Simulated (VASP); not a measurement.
A run of VASP 6.6.1:

The input POSCAR:

```
NbSi2
1.0
    0.0000000000      3.2804160000      0.0000000000
    3.2804160000      0.0000000000      0.0000000000
    1.6402080000      1.6402080000     -4.4068240000
Nb Si
1 2
Direct
    0.0000000000      0.0000000000      0.0000000000
    0.3330000000      0.3330000000      0.3340000000
    0.6670000000      0.6670000000      0.6660000000
```

Contents of INCAR.step1:

```
PREC = Accurate
ENCUT = 520
EDIFF = 1E-7
ISMEAR = -1
SIGMA = 0.1
LREAL = F
LASPH = T
NELM = 80
ALGO = Normal
ISIF = 2
LWAVE = F
LCHARG = T
LMAXMIX = 4
GGA = PS
NBANDS = 18
```

KPOINTS.step1

```
regular mesh
0
Gamma
  11 11 11
```

The input INCAR.step2:

```
PREC = Accurate
ENCUT = 520
EDIFF = 1E-7
ISMEAR = -5
SIGMA = 0.1
LREAL = F
LASPH = T
NELM = 80
ALGO = Normal
ISIF = 2
LWAVE = F
LCHARG = F
LMAXMIX = 4
GGA = PS
LORBIT = 10
NBANDS = 18
NEDOS = 1001
ICHARG = 11
```

File KPOINTS.step2:

```
regular mesh
0
Gamma
  17 17 17
```

Potentials or basis: VASP PAW PBE potentials, release 64 (Nb_sv, Si).

The run is started by

```bash
$ cat potpaw_PBE.64/Nb_sv/POTCAR potpaw_PBE.64/Si/POTCAR > POTCAR
$ cp INCAR.step1 INCAR
$ cp KPOINTS.step1 KPOINTS
$ mpirun -np 1 vasp_std > vasp.out
$ cp INCAR.step2 INCAR
$ cp KPOINTS.step2 KPOINTS
$ mpirun -np 1 vasp_std > vasp.out
```

Hardware: 1 thread of Intel(R) Xeon(R) 6975P-C (Granite Rapids) (shared host).

Problem. Estimate the wall time of this run.

Solution. Wall time 91 s on 1 thread of Intel(R) Xeon(R) 6975P-C (Granite Rapids), on a shared host, peak memory 0.44 GiB. Counts: k points 405.
